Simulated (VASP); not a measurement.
# TiO2 (I4_1/amd) in VASP: a series of runs

The runs below take TiO2 through single point, with LDA, r2SCAN.

Everything below comes from runs of VASP 6.6.1. Logs are shortened: lines on timing, memory, paths and dates and some standing lists are left out, and cuts for length are marked.

**1. The cell of the first run**

It takes space group I4_1/amd (No. 141, tetragonal). Conventional cell: a = 3.783 Å, b = 3.783 Å, c = 9.615 Å, α = 90.00°, β = 90.00°, γ = 90.00°. Ti (site symmetry -4m2) has 6 O at 1.94 to 1.99 Å within 2.6 Å. O (site symmetry 2mm) has 3 Ti at 1.94 to 1.99 Å and 2 O at 2.46 Å within 2.6 Å.

**2. Single point, LDA**

Contents of INCAR:

```
SYSTEM = TiO2
PREC = Accurate
ENCUT = 520
EDIFF = 1E-6
ISMEAR = 0
SIGMA = 0.01
LREAL = .False.
LASPH = .True.
NELM = 80
ALGO = Normal
ISIF = 2
LWAVE = .False.
LCHARG = .False.
GGA = CA
NBANDS = 33
```

Contents of KPOINTS:

```
Automatic mesh
0
Gamma
  6 6 8
  0 0 0
```

Contents of POSCAR:

```
TiO2
1.0
   -1.8912700000      1.8912700000      4.8075110000
    1.8912700000     -1.8912700000      4.8075110000
    1.8912700000      1.8912700000     -4.8075110000
Ti O
2 4
Direct
    0.0000000000      0.0000000000      0.0000000000
    0.7500000000      0.2500000000      0.5000000000
    0.9571520000      0.4571520000      0.5000000000
    0.2071520000      0.2071520000      0.0000000000
    0.5428480000      0.0428480000      0.5000000000
    0.7928480000      0.7928480000      0.0000000000
```

Potentials or basis: VASP PAW LDA potentials, release 64 (Ti_sv, O).

Started as:

```bash
cat potpaw_LDA.64/Ti_sv/POTCAR potpaw_LDA.64/O/POTCAR > POTCAR
mpirun -np 1 vasp_std > vasp.out
```

OUTCAR:

```text
SYSTEM = TiO2
   PREC = Accurate
   ENCUT = 520
   EDIFF = 1E-6
   ISMEAR = 0
   LREAL = .False.
   LASPH = .True.
   NELM = 80
   ISIF = 2
   GGA = CA

 ion  position               nearest neighbor table
   1  0.000  0.000  0.000-   5 1.94   3 1.94   5 1.94   3 1.94   4 1.99   6 1.99
   2  0.750  0.250  0.500-   6 1.94   4 1.94   6 1.94   4 1.94   3 1.99   5 1.99
   3  0.957  0.457  0.500-   1 1.94   1 1.94   2 1.99
   4  0.207  0.207  0.000-   2 1.94   2 1.94   1 1.99
   5  0.543  0.043  0.500-   1 1.94   1 1.94   2 1.99
   6  0.793  0.793  0.000-   2 1.94   2 1.94   1 1.99

  LATTYP: Found a body centered tetragonal cell.
 ALAT       =     3.7825400000
 C/A-ratio  =     2.5419485319

  Lattice vectors:

 A1 = (  -1.8912700000,   1.8912700000,   4.8075110000)
 A2 = (   1.8912700000,  -1.8912700000,   4.8075110000)
 A3 = (   1.8912700000,   1.8912700000,  -4.8075110000)

Analysis of symmetry for initial positions (statically):
=====================================================================
 Subroutine PRICEL returns:
 Original cell was already a primitive cell.

 Routine SETGRP: Setting up the symmetry group for a
 body centered tetragonal supercell.

 Subroutine GETGRP returns: Found 16 space group operations
 (whereof  8 operations were pure point group operations)
 out of a pool of 16 trial point group operations.

The static configuration has the point symmetry D_2d.
 The point group associated with its full space group is D_4h.

Analysis of symmetry for dynamics (positions and initial velocities):
=====================================================================
 Subroutine PRICEL returns:
 Original cell was already a primitive cell.

 Routine SETGRP: Setting up the symmetry group for a
 body centered tetragonal supercell.

 Subroutine GETGRP returns: Found 16 space group operations
 (whereof  8 operations were pure point group operations)
 out of a pool of 16 trial point group operations.

The dynamic configuration has the point symmetry D_2d.
 The point group associated with its full space group is D_4h.

 Subroutine INISYM returns: Found 16 space group operations
 (whereof  8 operations are pure point group operations),
 and found     1 'primitive' translations

----------------------------------------------------------------------------------------

                                     Primitive cell

  volume of cell :      68.7840

  direct lattice vectors                    reciprocal lattice vectors
    -1.891270000  1.891270000  4.807511000     0.000000000  0.264372617  0.104003922
     1.891270000 -1.891270000  4.807511000     0.264372617  0.000000000  0.104003922
     1.891270000  1.891270000 -4.807511000     0.264372617  0.264372617  0.000000000

  length of vectors
     5.501451303  5.501451303  5.501451303     0.284094521  0.284094521  0.373879341

  position of ions in fractional coordinates (direct lattice)
     0.000000000  0.000000000  0.000000000
     0.750000000  0.250000000  0.500000000
     0.957152000  0.457152000  0.500000000
     0.207152000  0.207152000  0.000000000
     0.542848000  0.042848000  0.500000000
     0.792848000  0.792848000  0.000000000

  ion indices of the primitive-cell ions
   primitive index   ion index
                 1           1
                 2           2
                 3           3
                 4           4
                 5           5
                 6           6

----------------------------------------------------------------------------------------

 KPOINTS: Automatic mesh

Automatic generation of k-mesh.
 Grid dimensions read from file:
 generate k-points for:    6    6    8

 Generating k-lattice:

  Cartesian coordinates                     Fractional coordinates (reciprocal lattice)
     0.000000000  0.044062103  0.017333987     0.166666667 -0.000000000  0.000000000
     0.044062103  0.000000000  0.017333987    -0.000000000  0.166666667  0.000000000
     0.033046577  0.033046577  0.000000000     0.000000000  0.000000000  0.125000000

  Length of vectors
     0.047349087  0.047349087  0.046734918

  Shift w.r.t. Gamma in fractional coordinates (k-lattice)
     0.000000000  0.000000000  0.000000000

 -----------------------------------------------------------------------------
|                                                                             |
|           W    W    AA    RRRRR   N    N  II  N    N   GGGG   !!!           |
|           W    W   A  A   R    R  NN   N  II  NN   N  G    G  !!!           |
|           W    W  A    A  R    R  N N  N  II  N N  N  G       !!!           |
|           W WW W  AAAAAA  RRRRR   N  N N  II  N  N N  G  GGG   !            |
|           WW  WW  A    A  R   R   N   NN  II  N   NN  G    G                |
|           W    W  A    A  R    R  N    N  II  N    N   GGGG   !!!           |
|                                                                             |
|     Your reciprocal lattice and k-lattice belong to different lattice       |
|     classes:                                                                |
|                                                                             |
|        The reciprocal lattice is body-centered tetragonal,                  |
|        whereas your k-lattice is base-centered monoclinic.                  |
|                                                                             |
|     Results are often still useful ...                                      |
|                                                                             |
 -----------------------------------------------------------------------------

 WARNING: IBZKPT: internal override: KBLOWUP is changed to .FALSE.
      ... skipping the blow-up phase ...

 Subroutine IBZKPT returns following result:
 ===========================================

 Found     81 irreducible k-points:

 Following reciprocal coordinates:
            Coordinates               Weight
  0.000000  0.000000  0.000000      1.000000
  0.166667  0.000000  0.000000      4.000000
  0.333333  0.000000 -0.000000      4.000000
  0.500000  0.000000 -0.000000      4.000000
  0.166667  0.166667  0.000000      2.000000
  0.333333  0.166667 -0.000000      8.000000
[... 16 lines left out ...]
 -0.333333  0.166667  0.125000      4.000000
 -0.166667  0.166667  0.125000      4.000000
 [... further k-points ...]
   k-points           NKPTS =     81   k-points in BZ     NKDIM =     81   number of bands    NBANDS=     33
   number of dos      NEDOS =    301   number of ions     NIONS =      6
   total plane-waves  NPLWV =  74088
   dimension x,y,z NGX =    42 NGY =   42 NGZ =   42
   dimension x,y,z NGXF=    84 NGYF=   84 NGZF=   84
   ions per type =               2   4
   NGX,Y,Z   is equivalent  to a cutoff of  12.69, 12.69, 12.69 a.u.
   NGXF,Y,Z  is equivalent  to a cutoff of  25.38, 25.38, 25.38 a.u.
 SYSTEM =  TiO2
   PREC   = accura    normal or accurate (medium, high low for compatibility)
   ISTART =      0    job   : 0-new  1-cont  2-samecut
   ICHARG =      2    charge: 1-file 2-atom 10-const
   ISPIN  =      1    spin polarized calculation?
   LNONCOLLINEAR =      F non collinear calculations
   LSORBIT =      F    spin-orbit coupling
   LASPH  =      T    aspherical Exc in radial PAW
   ENCUT  =  520.0 eV  38.22 Ry    6.18 a.u.  10.23 10.23 10.23*2*pi/ulx,y,z
   NELM   =     80;   NELMIN=  2; NELMDL= -5     # of ELM steps
   EDIFF  = 0.1E-05   stopping-criterion for ELM
   LREAL  =      F    real-space projection
   EDIFFG = 0.1E-04   stopping-criterion for IOM
   NSW    =      0    number of steps for IOM
   IBRION =     -1    ionic relax: 0-MD 1-quasi-New 2-CG
   NFREE  =      0    steps in history (QN), initial steepest desc. (CG)
   ISIF   =      2    stress and relaxation
   ISYM   =      2    0-nonsym 1-usesym 2-fastsym
   POTIM  = 0.5000    time-step for ionic-motion
   TEBEG  =    0.0;   TEEND  =   0.0 temperature during run
   PSTRESS=    0.0 pullay stress
   NELECT =      48.0000    total number of electrons
   NUPDOWN=      -1.0000    fix difference up-down
   EMIN   =  10.00;   EMAX   =-10.00  energy-range for DOS
   EFERMI =   0.00;   METHOD = LEGACY
   ISMEAR =     0;   SIGMA  =   0.01  broadening in eV -4-tet -1-fermi 0-gaus
   EFERMI_NEDOS =   21; number of points for ismear=-14 and -15
   IALGO  =     38    algorithm
   IMIX   =      4    mixing-type and parameters
     AMIX     =   0.40;   BMIX     =  1.00
     AMIX_MAG =   1.60;   BMIX_MAG =  1.00
  volume/ion in A,a.u.               =      11.46        77.36
  Fermi-wavevector in a.u.,A,eV,Ry     =   1.452088  2.744048 28.688676  2.108558
  Thomas-Fermi vector in A             =   2.569510
   LORBIT       =      0    0 simple, 1 ext, 2 COOP (PROOUT), +10 PAW based schemes
   GGA     = CA    functional components
   LHFCALC =     F    Hartree Fock is set to
   AEXX    =    0.0000 exact exchange contribution
   IVDW    =     0    specifies the selected vdW correction
   LEPSILON=     F    determine dielectric tensor
   LRPA    =     F    only Hartree local field effects (RPA)
 non-spin polarized calculation
 Gauss-broadening in eV      SIGMA  =   0.01
  energy-cutoff  :      520.00
  volume of cell :       68.78
 maximum number of plane-waves:      1872
 NGX is ok and might be reduce to    42
   NGX = 21   NGY = 21   NGZ = 21

 number of electron      47.9999994 magnetization

 Free energy of the ion-electron system (eV)
  ---------------------------------------------------
  ext. energy  EPLUGINS =         0.00000000
  ---------------------------------------------------
  free energy    TOTEN  =       -58.78888697 eV

  energy without entropy =      -58.78888697  energy(sigma->0) =      -58.78888697

 E-fermi :   3.0440     XC(G=0): -11.2914

 val. band max:        2.9674842999   @ k =   0.0000   0.0000   0.3750
 cond. band min:       5.0158656096   @ k =   0.0000   0.0000   0.0000
 fundamental gap:      2.0483813097
 Fermi energy:         3.0440027336

 k-point     1 :       0.0000    0.0000    0.0000
  band No.  band energies     occupation
      1     -52.6783      2.00000
      2     -52.6178      2.00000
      3     -29.5447      2.00000
      4     -29.3016      2.00000
      5     -29.3016      2.00000
      6     -29.2315      2.00000
[... 25 lines left out ...]
     32       8.2450      0.00000
     33       8.3404      0.00000

 k-point     2 :       0.1667    0.0000    0.0000
  band No.  band energies     occupation
      1     -52.6747      2.00000
      2     -52.6202      2.00000
      3     -29.5369      2.00000
      4     -29.3351      2.00000
      5     -29.3040      2.00000
      6     -29.2454      2.00000
[... 25 lines left out ...]
     32       8.6138      0.00000
     33       8.8989      0.00000

 k-point     3 :       0.3333    0.0000   -0.0000
  band No.  band energies     occupation
      1     -52.6663      2.00000
      2     -52.6263      2.00000
      3     -29.5217      2.00000
      4     -29.3993      2.00000
      5     -29.3081      2.00000
      6     -29.2655      2.00000
[... 25 lines left out ...]
     32       8.9725      0.00000
     33       9.3401      0.00000

 k-point     4 :       0.5000    0.0000   -0.0000
  band No.  band energies     occupation
      1     -52.6608      2.00000
      2     -52.6306      2.00000
      3     -29.5129      2.00000
      4     -29.4333      2.00000
      5     -29.3099      2.00000
      6     -29.2699      2.00000
[... 25 lines left out ...]
     32       9.0728      0.00000
     33       9.4882      0.00000

 k-point     5 :       0.1667    0.1667    0.0000
  band No.  band energies     occupation
      1     -52.6696      2.00000
      2     -52.6242      2.00000
      3     -29.5199      2.00000
      4     -29.3572      2.00000
      5     -29.3238      2.00000
      6     -29.2536      2.00000
[... 604 lines left out ...]
 k-point    22 :       0.5000    0.1667    0.1250
  band No.  band energies     occupation
      1     -52.6576      2.00000
      2     -52.6314      2.00000
      3     -29.5197      2.00000
      4     -29.4413      2.00000
      5     -29.3486      2.00000
      6     -29.3095      2.00000
[... 25 lines left out ...]
     32       9.6383      0.00000
     33      10.1212      0.00000

 k-point    23 :      -0.3333    0.1667    0.1250
  band No.  band energies     occupation
      1     -52.6661      2.00000
      2     -52.6252      2.00000
      3     -29.5325      2.00000
      4     -29.3953      2.00000
      5     -29.3321      2.00000
      6     -29.2845      2.00000
[... 25 lines left out ...]
     32       9.5838      0.00000
     33       9.8289      0.00000

 k-point    24 :      -0.1667    0.1667    0.1250
  band No.  band energies     occupation
      1     -52.6707      2.00000
      2     -52.6223      2.00000
      3     -29.5395      2.00000
      4     -29.3752      2.00000
      5     -29.3056      2.00000
      6     -29.2699      2.00000
[... 25 lines left out ...]
     32       8.9321      0.00000
     33       9.4296      0.00000

 [... further k-points ...]

------------------------ aborting loop because EDIFF is reached ----------------------------------------

  FORCE on cell =-STRESS in cart. coord.  units (eV):
  Direction    XX          YY          ZZ          XY          YZ          ZX
  --------------------------------------------------------------------------------------
  -------------------------------------------------------------------------------------
  Total       -3.0387758     -3.0387758     -3.1432956      0.0000000      0.0000000      0.0000000
  in kB      -70.7818473    -70.7818473    -73.2164156      0.0000000      0.0000000      0.0000000
  external PRESSURE =     -71.5933700 kB  Pullay stress =       0.0000000 kB

 VOLUME and BASIS-vectors are now :
 -----------------------------------------------------------------------------
  energy-cutoff  :      520.00
  volume of cell :       68.78
      direct lattice vectors                 reciprocal lattice vectors
    -1.891270000  1.891270000  4.807511000     0.000000000  0.264372617  0.104003922
     1.891270000 -1.891270000  4.807511000     0.264372617  0.000000000  0.104003922
     1.891270000  1.891270000 -4.807511000     0.264372617  0.264372617  0.000000000

 POSITION                                       TOTAL-FORCE (eV/Angst)
 -----------------------------------------------------------------------------------
      0.00000      0.00000      0.00000        -0.000000     -0.000000      0.000000
      0.00000      1.89127      2.40376        -0.000000     -0.000000      0.000000
      0.00000      1.89127      4.39553        -0.000000     -0.000000     -0.136176
      0.00000      0.00000      1.99177         0.000000      0.000000     -0.136176
      0.00000      1.89127      0.41198        -0.000000     -0.000000      0.136176
      0.00000      0.00000      7.62325         0.000000      0.000000      0.136176
 -----------------------------------------------------------------------------------
    total drift:                               -0.000000      0.000000      0.000000

  FREE ENERGIE OF THE ION-ELECTRON SYSTEM (eV)
  ---------------------------------------------------
  free  energy   TOTEN  =       -58.7888869684 eV

  energy  without entropy=      -58.7888869684  energy(sigma->0) =      -58.78888697
```

It took 2.8 min on 1 thread of Intel Xeon 6975P-C (Granite Rapids), shared host; peak memory 0.3 GiB.

What came out:

```
Free energy            : -58.7889 eV
Pressure               : -7.2 GPa
Largest force          : 0.136 eV/Å
Band gap on the k mesh : 2.05 eV (least direct gap 2.46 eV)
```

Forces in eV/Å, atoms in the order of the input:
```
Ti   0.000  0.000  0.000
Ti   0.000  0.000  0.000
O    0.000  0.000 -0.136
O    0.000  0.000 -0.136
O    0.000  0.000  0.136
O    0.000  0.000  0.136
```

Levels at points of the mesh, in eV from the valence-band top:
```csv
k point,band 21,band 22,band 23,band 24,band 25,band 26,band 27,band 28
"(0.00, 0.00, 0.00)",-0.77,-0.76,-0.42,-0.42,2.05,2.78,3.97,3.97
"(0.50, 0.00, 0.00)",-1.94,-0.92,-0.82,-0.61,3.18,3.50,3.52,3.58
"(0.50, 0.50, 0.00)",-2.05,-2.05,-0.01,-0.01,3.25,3.25,3.75,3.75
"(0.50, 0.50, 0.50)",-1.24,-1.24,-0.08,-0.08,2.40,2.40,3.72,3.72
```

Caveat: the cell stands under tension. A k mesh can miss the band edges.

(Part 1 of 2 ends here.)
